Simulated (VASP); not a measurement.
Input of a VASP 6.6.1 run:

Contents of INCAR:

```
SYSTEM = C
PREC     = Accurate       ! precision mode
ENCUT    = 600            ! plane-wave cutoff, eV
EDIFF    = 1E-6           ! SCF threshold, eV
ISMEAR   = 0              ! smearing method
SIGMA    = 0.15           ! smearing width, eV
LREAL    = .FALSE.        ! projectors in reciprocal space
LASPH    = .TRUE.         ! aspherical terms in the spheres
NELM     = 120            ! most SCF steps
ALGO     = Normal         ! electronic algorithm
ISIF     = 2              ! what is computed and relaxed
LWAVE    = .FALSE.        ! write WAVECAR
LCHARG   = .FALSE.        ! write CHGCAR
GGA      = PS             ! functional
NBANDS   = 16             ! bands
GGA_COMPAT= .FALSE.
```

Contents of KPOINTS:

```
regular mesh
0
G
  18 18 6
  0 0 0
```

POSCAR

```
C
1.0
    1.2294745828     -2.1290849001      0.0000000000
    1.2294745828      2.1290849001      0.0000000000
    0.0000000000      0.0000000000      7.3778161753
C
4
Direct
   -0.0699144872      0.7234250144      0.7498447626
    0.7365577932      0.6099316796      0.2501553200
    1.0699144872      0.2765749856      0.2501552374
    0.2634422068      0.3900683204      0.7498446800
```

Potentials or basis: VASP PAW PBE potentials, release 64 (C).

Launch:

```bash
$ cat potpaw_PBE.64/C/POTCAR > POTCAR
$ mpirun -np 1 vasp_std > vasp.out
```

(1) Estimate the pressure.

(2) What does it give for the largest force?

(3) What does it give for the band gap on the k mesh?

## Answers

(1) 0.4 GPa.

(2) 0.009 eV/Å.

(3) zero (filled and empty bands touch).

Caveat: this functional lacks dispersion, which binds layers or chains, so the pressure and a relaxed spacing across them are unreliable; the PAW data sets were made with another functional, which shifts forces and pressure a little.
